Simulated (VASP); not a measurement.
Set up this calculation in VASP 6.6.1, as the native input.

| Property | Result |
| --- | --- |
| Task | single point |
| Functional | PBEsol |
| Potentials or basis | VASP PAW PBE potentials, release 64 (Hf_pv, Ru_pv) |
| Cutoff | 520 eV |
| k mesh | 8 × 8 × 8 |
| Occupations | gaussian, width 0.05 eV |
| Spin | no spin polarisation |
| Dipole correction | no |
| Further INCAR settings | ALGO = Normal; EDIFF = 1e-07; NBANDS = 34 |

The structure of HfRu3 lies in POSCAR:

```
HfRu3
1.0
    3.8767756516      0.0000000000      0.0000000000
    0.0000000000      3.8767756516      0.0000000000
    0.0000000000      0.0000000000      3.8767756516
Hf Ru
1 3
Direct
    0.0000000000      0.0000000000      0.0000000000
    0.0000000000      0.5000000000      0.5000000000
    0.5000000000      0.5000000000      0.0000000000
    0.5000000000      0.0000000000      0.5000000000
```

One way to write it, as run:

INCAR

```
ALGO     = Normal         # electronic algorithm
EDIFF    = 1E-7           # SCF threshold, eV
ENCUT    = 520            # plane-wave cutoff, eV
GGA      = PS             # functional
ISIF     = 2              # what is computed and relaxed
ISMEAR   = 0              # smearing method
LASPH    = T              # aspherical terms in the spheres
LCHARG   = F              # write CHGCAR
LREAL    = F              # projectors in reciprocal space
LWAVE    = F              # write WAVECAR
NBANDS   = 34             # bands
NELM     = 100            # most SCF steps
PREC     = Accurate       # precision mode
SIGMA    = 0.05           # smearing width, eV
```

KPOINTS

```
k-points
0
Gamma
  8 8 8
```

Potentials or basis: VASP PAW PBE potentials, release 64 (Hf_pv, Ru_pv).

The run is started by

```bash
$ cat potpaw_PBE.64/Hf_pv/POTCAR potpaw_PBE.64/Ru_pv/POTCAR > POTCAR
$ mpirun -np 1 vasp_std > vasp.out
```

It gave:

| Quantity | Value |
| --- | --- |
| Pressure | 4.5 GPa |
| Band gap on the k mesh | zero (bands 26 and 27 overlap by 3.34 eV) |

Caveat: the cell stands under pressure; the PAW data sets were made with another functional, which shifts forces and pressure a little; spin-orbit coupling is left out, which moves the levels of the heavy elements.

Run time: 71 s on 1 thread of AMD EPYC 7R43 64-Core Processor (Zen 3) (shared host), peak memory 0.17 GiB.
